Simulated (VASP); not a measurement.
# Na (Im-3m) in VASP: notebook

Na is run at these levels: PBE, PBEsol; tasks: single point.

Everything below comes from runs of VASP 6.6.1. Logs are shortened: lines on timing, memory, paths and dates and some standing lists are left out, and cuts for length are marked.

## (1) The cell of the first run

Symmetry: Im-3m, No. 229, cubic system. Conventional cell: a = 4.197 Å, b = 4.197 Å, c = 4.197 Å, α = 90.00°, β = 90.00°, γ = 90.00°. Na (site symmetry m-3m) has 14 Na at 3.63 to 4.20 Å within 4.8 Å.

## (2) Single point, PBE

INCAR reads:

```
  PREC = Accurate
  ENCUT = 520
  EDIFF = 1E-6
  ISMEAR = -1
  SIGMA = 0.05
  LREAL = F
  LASPH = T
  NELM = 60
  ALGO = Normal
  ISIF = 2
  LWAVE = F
  LCHARG = F
  GGA = PE
  NBANDS = 10
```

KPOINTS reads:

```
Automatic mesh
0
Gamma
  20 20 20
```

POSCAR reads:

```
Na
1.0
   -2.0985628867      2.0985628867      2.0985628867
    2.0985628867     -2.0985628867      2.0985628867
    2.0985628867      2.0985628867     -2.0985628867
Na
1
Direct
    0.0000000000      0.0000000000      0.0000000000
```

Potentials or basis: VASP PAW PBE potentials, release 64 (Na_pv).

Run with:

```
$ cat potpaw_PBE.64/Na_pv/POTCAR > POTCAR
$ mpirun -np 1 vasp_std > vasp.out
```

OUTCAR:

```text
PREC = Accurate
   ENCUT = 520
   EDIFF = 1E-6
   ISMEAR = -1
   LREAL = F
   LASPH = T
   NELM = 60
   ISIF = 2
   GGA = PE

 ion  position               nearest neighbor table
   1  0.000  0.000  0.000-

  LATTYP: Found a body centered cubic cell.
 ALAT       =     4.1971257734

  Lattice vectors:

 A1 = (  -2.0985628867,   2.0985628867,   2.0985628867)
 A2 = (   2.0985628867,  -2.0985628867,   2.0985628867)
 A3 = (   2.0985628867,   2.0985628867,  -2.0985628867)

Analysis of symmetry for initial positions (statically):
=====================================================================
 Subroutine PRICEL returns:
 Original cell was already a primitive cell.

 Routine SETGRP: Setting up the symmetry group for a
 body centered cubic supercell.

 Subroutine GETGRP returns: Found 48 space group operations
 (whereof 48 operations were pure point group operations)
 out of a pool of 48 trial point group operations.

The static configuration has the point symmetry O_h .

Analysis of symmetry for dynamics (positions and initial velocities):
=====================================================================
 Subroutine PRICEL returns:
 Original cell was already a primitive cell.

 Routine SETGRP: Setting up the symmetry group for a
 body centered cubic supercell.

 Subroutine GETGRP returns: Found 48 space group operations
 (whereof 48 operations were pure point group operations)
 out of a pool of 48 trial point group operations.

The dynamic configuration has the point symmetry O_h .

 Subroutine INISYM returns: Found 48 space group operations
 (whereof 48 operations are pure point group operations),
 and found     1 'primitive' translations

----------------------------------------------------------------------------------------

                                     Primitive cell

  volume of cell :      36.9680

  direct lattice vectors                    reciprocal lattice vectors
    -2.098562887  2.098562887  2.098562887     0.000000000  0.238258288  0.238258288
     2.098562887 -2.098562887  2.098562887     0.238258288  0.000000000  0.238258288
     2.098562887  2.098562887 -2.098562887     0.238258288  0.238258288  0.000000000

  length of vectors
     3.634817543  3.634817543  3.634817543     0.336948102  0.336948102  0.336948102

  position of ions in fractional coordinates (direct lattice)
     0.000000000  0.000000000  0.000000000

  ion indices of the primitive-cell ions
   primitive index   ion index
                 1           1

----------------------------------------------------------------------------------------

 KPOINTS: Automatic mesh

Automatic generation of k-mesh.
 Grid dimensions read from file:
 generate k-points for:   20   20   20

 Generating k-lattice:

  Cartesian coordinates                     Fractional coordinates (reciprocal lattice)
     0.000000000  0.011912914  0.011912914     0.050000000  0.000000000  0.000000000
     0.011912914  0.000000000  0.011912914     0.000000000  0.050000000  0.000000000
     0.011912914  0.011912914  0.000000000     0.000000000  0.000000000  0.050000000

  Length of vectors
     0.016847405  0.016847405  0.016847405

  Shift w.r.t. Gamma in fractional coordinates (k-lattice)
     0.000000000  0.000000000  0.000000000

 Subroutine IBZKPT returns following result:
 ===========================================

 Found    256 irreducible k-points:

 Following reciprocal coordinates:
            Coordinates               Weight
  0.000000  0.000000  0.000000      1.000000
  0.050000  0.000000  0.000000     12.000000
  0.100000  0.000000  0.000000     12.000000
  0.150000  0.000000  0.000000     12.000000
  0.200000  0.000000  0.000000     12.000000
  0.250000  0.000000  0.000000     12.000000
[... 16 lines left out ...]
  0.200000  0.100000  0.000000     48.000000
  0.250000  0.100000 -0.000000     48.000000
 [... further k-points ...]
   k-points           NKPTS =    256   k-points in BZ     NKDIM =    256   number of bands    NBANDS=     10
   number of dos      NEDOS =    301   number of ions     NIONS =      1
   total plane-waves  NPLWV =  21952
   dimension x,y,z NGX =    28 NGY =   28 NGZ =   28
   dimension x,y,z NGXF=    56 NGYF=   56 NGZF=   56
   ions per type =               1
   NGX,Y,Z   is equivalent  to a cutoff of  12.81, 12.81, 12.81 a.u.
   NGXF,Y,Z  is equivalent  to a cutoff of  25.61, 25.61, 25.61 a.u.
 SYSTEM =  unknown system
   PREC   = accura    normal or accurate (medium, high low for compatibility)
   ISTART =      0    job   : 0-new  1-cont  2-samecut
   ICHARG =      2    charge: 1-file 2-atom 10-const
   ISPIN  =      1    spin polarized calculation?
   LNONCOLLINEAR =      F non collinear calculations
   LSORBIT =      F    spin-orbit coupling
   LASPH  =      T    aspherical Exc in radial PAW
   ENCUT  =  520.0 eV  38.22 Ry    6.18 a.u.   6.76  6.76  6.76*2*pi/ulx,y,z
   NELM   =     60;   NELMIN=  2; NELMDL= -5     # of ELM steps
   EDIFF  = 0.1E-05   stopping-criterion for ELM
   LREAL  =      F    real-space projection
   EDIFFG = 0.1E-04   stopping-criterion for IOM
   NSW    =      0    number of steps for IOM
   IBRION =     -1    ionic relax: 0-MD 1-quasi-New 2-CG
   NFREE  =      0    steps in history (QN), initial steepest desc. (CG)
   ISIF   =      2    stress and relaxation
   ISYM   =      2    0-nonsym 1-usesym 2-fastsym
   POTIM  = 0.5000    time-step for ionic-motion
   TEBEG  =    0.0;   TEEND  =   0.0 temperature during run
   PSTRESS=    0.0 pullay stress
   NELECT =       7.0000    total number of electrons
   NUPDOWN=      -1.0000    fix difference up-down
   EMIN   =  10.00;   EMAX   =-10.00  energy-range for DOS
   EFERMI =   0.00;   METHOD = LEGACY
   ISMEAR =    -1;   SIGMA  =   0.05  broadening in eV -4-tet -1-fermi 0-gaus
   EFERMI_NEDOS =   21; number of points for ismear=-14 and -15
   IALGO  =     38    algorithm
   IMIX   =      4    mixing-type and parameters
     AMIX     =   0.40;   BMIX     =  1.00
     AMIX_MAG =   1.60;   BMIX_MAG =  1.00
  volume/ion in A,a.u.               =      36.97       249.47
  Fermi-wavevector in a.u.,A,eV,Ry     =   0.940082  1.776497 12.024194  0.883753
  Thomas-Fermi vector in A             =   2.067458
   LORBIT       =      0    0 simple, 1 ext, 2 COOP (PROOUT), +10 PAW based schemes
   GGA     = PE    functional components
   LHFCALC =     F    Hartree Fock is set to
   AEXX    =    0.0000 exact exchange contribution
   IVDW    =     0    specifies the selected vdW correction
   LEPSILON=     F    determine dielectric tensor
   LRPA    =     F    only Hartree local field effects (RPA)
 non-spin polarized calculation
  energy-cutoff  :      520.00
  volume of cell :       36.97
 maximum number of plane-waves:      1008
   NGX = 13   NGY = 13   NGZ = 13

 number of electron       7.0000005 magnetization

 Free energy of the ion-electron system (eV)
  ---------------------------------------------------
  ext. energy  EPLUGINS =         0.00000000
  ---------------------------------------------------
  free energy    TOTEN  =        -1.31327643 eV

  energy without entropy =       -1.30960450  energy(sigma->0) =       -1.31144047

 E-fermi :   0.3359     XC(G=0):  -6.5095

 val. band max:        0.3073041463   @ k =  -0.3000   0.4000   0.2000
 cond. band min:       0.3444926524   @ k =   0.3500   0.1000   0.0500
 fundamental gap:      0.0371885061
 Fermi energy:         0.3358919165

 k-point     1 :       0.0000    0.0000    0.0000
  band No.  band energies     occupation
      1     -24.5624      2.00000
      2     -24.5624      2.00000
      3     -24.5623      2.00000
      4      -2.9470      2.00000
      5      12.0873      0.00000
      6      12.0874      0.00000
      7      12.0874      0.00000
      8      13.0897      0.00000
      9      13.0897      0.00000
     10      13.6473      0.00000

 k-point     2 :       0.0500    0.0000    0.0000
  band No.  band energies     occupation
      1     -24.5632      2.00000
      2     -24.5627      2.00000
      3     -24.5624      2.00000
      4      -2.9028      2.00000
      5      11.4248      0.00000
      6      11.7544      0.00000
      7      11.8964      0.00000
      8      12.6279      0.00000
      9      12.6559      0.00000
     10      13.8905      0.00000

 k-point     3 :       0.1000    0.0000    0.0000
  band No.  band energies     occupation
      1     -24.5658      2.00000
      2     -24.5635      2.00000
      3     -24.5624      2.00000
      4      -2.7705      2.00000
      5      10.1464      0.00000
      6      11.1624      0.00000
      7      11.4959      0.00000
      8      12.0141      0.00000
      9      12.4645      0.00000
     10      13.9867      0.00000

 k-point     4 :       0.1500    0.0000    0.0000
  band No.  band energies     occupation
      1     -24.5698      2.00000
      2     -24.5649      2.00000
      3     -24.5624      2.00000
      4      -2.5507      2.00000
      5       8.8356      0.00000
      6      10.5760      0.00000
      7      11.0643      0.00000
      8      11.4546      0.00000
      9      12.2331      0.00000
     10      14.0907      0.00000
[... 222 lines left out ...]
 k-point    22 :       0.1500    0.1000   -0.0000
  band No.  band energies     occupation
      1     -24.5766      2.00000
      2     -24.5664      2.00000
      3     -24.5634      2.00000
      4      -2.1140      2.00000
      5       7.6069      0.00000
      6       8.5608      0.00000
      7      10.2981      0.00000
      8      11.6731      0.00000
      9      12.6854      0.00000
     10      13.9001      0.00000

 k-point    23 :       0.2000    0.1000    0.0000
  band No.  band energies     occupation
      1     -24.5815      2.00000
      2     -24.5684      2.00000
      3     -24.5635      2.00000
      4      -1.7241      2.00000
      5       6.4427      0.00000
      6       8.0975      0.00000
      7       9.9097      0.00000
      8      11.3453      0.00000
      9      12.7518      0.00000
     10      13.7569      0.00000

 k-point    24 :       0.2500    0.1000   -0.0000
  band No.  band energies     occupation
      1     -24.5864      2.00000
      2     -24.5706      2.00000
      3     -24.5636      2.00000
      4      -1.2514      2.00000
      5       5.3191      0.00000
      6       7.7301      0.00000
      7       9.5839      0.00000
      8      11.0358      0.00000
      9      12.6903      0.00000
     10      13.8978      0.00000

 [... further k-points ...]

------------------------ aborting loop because EDIFF is reached ----------------------------------------

  FORCE on cell =-STRESS in cart. coord.  units (eV):
  Direction    XX          YY          ZZ          XY          YZ          ZX
  --------------------------------------------------------------------------------------
  -------------------------------------------------------------------------------------
  Total       -0.0066099     -0.0066099     -0.0066099     -0.0000000      0.0000000     -0.0000000
  in kB       -0.2864694     -0.2864694     -0.2864694     -0.0000000      0.0000000     -0.0000000
  external PRESSURE =      -0.2864694 kB  Pullay stress =       0.0000000 kB

 VOLUME and BASIS-vectors are now :
 -----------------------------------------------------------------------------
  energy-cutoff  :      520.00
  volume of cell :       36.97
      direct lattice vectors                 reciprocal lattice vectors
    -2.098562887  2.098562887  2.098562887     0.000000000  0.238258288  0.238258288
     2.098562887 -2.098562887  2.098562887     0.238258288  0.000000000  0.238258288
     2.098562887  2.098562887 -2.098562887     0.238258288  0.238258288  0.000000000

 POSITION                                       TOTAL-FORCE (eV/Angst)
 -----------------------------------------------------------------------------------
      0.00000      0.00000      0.00000         0.000000     -0.000000      0.000000
 -----------------------------------------------------------------------------------
    total drift:                               -0.000000     -0.000000     -0.000000

  FREE ENERGIE OF THE ION-ELECTRON SYSTEM (eV)
  ---------------------------------------------------
  free  energy   TOTEN  =        -1.3132764334 eV

  energy  without entropy=       -1.3096045031  energy(sigma->0) =       -1.31144047
```

Run time: 62 s. Hardware: 1 thread of Intel Xeon 8259CL, shared host; peak memory 0.2 GiB.

Results:

```yaml
Free_energy: -1.3133 eV
Pressure: 0.0 GPa
Band_gap_on_the_k_mesh: zero (an odd number of electrons rules out a gap without spin polarisation)
```

Levels at points of the mesh, in eV from the Fermi level:
| k point | band 1 | band 2 | band 3 | band 4 | band 5 | band 6 |
| --- | --- | --- | --- | --- | --- | --- |
| (0.00, 0.00, 0.00) | -24.90 | -24.90 | -24.90 | -3.28 | 11.75 | 11.75 |
| (0.50, 0.00, 0.00) | -24.93 | -24.91 | -24.90 | 0.76 | 1.22 | 8.22 |
| (0.50, 0.50, 0.50) | -24.92 | -24.92 | -24.92 | 4.53 | 4.53 | 4.91 |

(Continued in part 2 of 2.)
